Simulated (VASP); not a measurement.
MgB2Te4: single point with PBE

The system is MgB2Te4.

```
CELL_PARAMETERS angstrom
5.55729 0.00000 0.00000
-2.77864 4.81275 0.00000
0.00000 0.00000 6.25702
ATOMIC_POSITIONS crystal
Mg 0.00000 0.00000 0.00000
B 0.00000 0.00000 0.62991
B 0.00000 0.00000 0.37009
Te 0.33333 0.66667 0.00000
Te 0.66667 0.33333 0.00000
Te 0.33333 0.66667 0.50000
Te 0.66667 0.33333 0.50000
```

| Property | Result |
| --- | --- |
| Program | VASP 6.6.1 |
| Task | single point |
| Functional | PBE |
| Potentials or basis | VASP PAW PBE potentials, release 64 (Mg, B, Te) |
| Cutoff | 520 eV |
| k mesh | 9 × 9 × 6 |
| Occupations | gaussian, width 0.1 eV |
| Spin | no spin polarisation |
| Dipole correction | no |
| Further INCAR settings | ALGO = Normal; EDIFF = 1e-06; NBANDS = 25 |

```json
{"Pressure": "-0.1 GPa", "Largest force": "0.020 eV/Å", "Band gap on the k mesh": "zero (band 16 reaches 6.94 eV, above the bottom of band 17 at 4.61 eV)"}
```

Forces in eV/Å, atoms in the order of the input:
```
Mg   0.000  0.000  0.000
B    0.000  0.000  0.020
B    0.000  0.000 -0.020
Te   0.000  0.000  0.000
Te   0.000  0.000  0.000
Te   0.000  0.000  0.000
Te   0.000  0.000  0.000
```

Levels at points of the mesh, in eV from the Fermi level:
```csv
k point,band 12,band 13,band 14,band 15,band 16,band 17,band 18,band 19,band 20,band 21
"(0.00, 0.00, 0.00)",-2.85,-2.85,-2.19,-1.80,-0.62,-0.62,1.92,2.55,2.55,3.10
"(0.00, 0.00, 0.50)",-2.59,-2.59,-2.13,-1.59,-1.59,-0.29,-0.23,-0.23,3.17,3.17
```

It took 2.9 min on 1 thread of Intel(R) Xeon(R) Platinum 8488C (Sapphire Rapids), with other jobs on the host, peak memory 0.4 GiB.

Caveat: spin-orbit coupling is left out, which moves the levels of the heavy elements.
